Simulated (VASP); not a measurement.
Wanted: the native input for a VASP 6.6.1 run.

| Quantity | Value |
| --- | --- |
| Task | single point |
| Functional | PBE |
| Potentials or basis | VASP PAW PBE potentials, release 64 (Al, Ru_pv, N) |
| Cutoff | 520 eV |
| k mesh | 8 × 4 × 4 |
| Occupations | gaussian, width 0.2 eV |
| Spin | no spin polarisation |
| Dipole correction | no |
| Further INCAR settings | ALGO = Normal; EDIFF = 1e-06; NBANDS = 39 |

The structure of Al3RuN lies in POSCAR:

```
Al3RuN
1.0
    0.0000000000     -3.0334391284      0.0000000000
   -6.0668782567      0.0000000000      0.0000000000
    0.0000000000      0.0000000000     -6.5909276135
Al Ru N
6 2 2
Direct
    0.5000000000      0.7500000000      0.2954020085
    0.5000000000      0.2500000000      0.2954020085
    0.5000000000      0.7500000000      0.7045979915
    0.5000000000      0.2500000000      0.7045979915
    1.0000000000      1.0000000000      0.0000000000
    1.0000000000      0.5000000000      0.0000000000
    0.0000000000      0.5000000000      0.5000000000
    0.0000000000      0.0000000000      0.5000000000
    0.5000000000      0.7500000000      0.0000000000
    0.5000000000      0.2500000000      0.0000000000
```

The input as run:

INCAR

```
SYSTEM = Al3RuN
ALGO = Normal
EDIFF = 1E-6
ENCUT = 520
GGA = PE
ISIF = 2
ISMEAR = 0
LASPH = .TRUE.
LCHARG = .FALSE.
LREAL = .FALSE.
LWAVE = .FALSE.
NBANDS = 39
NELM = 80
PREC = Accurate
SIGMA = 0.2
```

KPOINTS

```
k-points
0
G
  8 4 4
  0 0 0
```

Potentials or basis: VASP PAW PBE potentials, release 64 (Al, Ru_pv, N).

Launch:

```console
$ cat potpaw_PBE.64/Al/POTCAR potpaw_PBE.64/Ru_pv/POTCAR potpaw_PBE.64/N/POTCAR > POTCAR
$ mpirun -np 1 vasp_std > vasp.out
```

Results of the run:

```
Pressure               : -0.1 GPa
Largest force          : 0.023 eV/Å
Band gap on the k mesh : 0.06 eV
```

Caveat: the smearing spreads over this small gap.

Wall time 100 s on 1 thread of AMD EPYC 9R45 96-Core Processor (Zen 5) (shared host), peak memory 0.31 GiB.
